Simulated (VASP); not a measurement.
Set up this calculation in VASP 6.6.1, as the native input.

- Task: single point
- Functional: PBE
- Potentials or basis: VASP PAW PBE potentials, release 64 (Co)
- Cutoff: 520 eV
- k mesh: 17 × 17 × 17
- Occupations: fermi-dirac, width 0.08 eV
- Spin: no spin polarisation
- Dipole correction: no
- Further INCAR settings: ALGO = Normal; EDIFF = 1e-06; NBANDS = 16

The structure of Co lies in POSCAR:

```
Co
1.0
    0.0000000000      1.7721000000      1.7721000000
   -1.7721000000      1.7721000000      0.0000000000
   -1.7721000000     -1.7721000000      3.5442000000
Co
2
Direct
    0.0000000000      0.0000000000      0.0000000000
    0.0000000000      0.5000000000      0.5000000000
```

The input as run:

INCAR

```
SYSTEM = Co
PREC = Accurate
ENCUT = 520
EDIFF = 1E-6
ISMEAR = -1
SIGMA = 0.08
LREAL = .False.
LASPH = .True.
NELM = 100
ALGO = Normal
ISIF = 2
LWAVE = .False.
LCHARG = .True.
GGA = PE
LELF = .True.
LVHAR = .True.
NBANDS = 16
```

KPOINTS

```
regular mesh
0
Gamma
  17 17 17
  0 0 0
```

Potentials or basis: VASP PAW PBE potentials, release 64 (Co).

Launch:

```console
$ cat potpaw_PBE.64/Co/POTCAR > POTCAR
$ mpirun -np 1 vasp_std > vasp.out
```

It gave:

| Quantity | Value |
| --- | --- |
| Pressure | -16.2 GPa |
| Band gap on the k mesh | zero (band 9 reaches 10.20 eV, above the bottom of band 10 at 9.02 eV) |

Caveat: the run has no spin polarisation, though such a crystal can be magnetic.

Wall time 3.1 min on 1 thread of Intel Xeon 8259CL, on a shared host, peak memory 0.26 GiB.
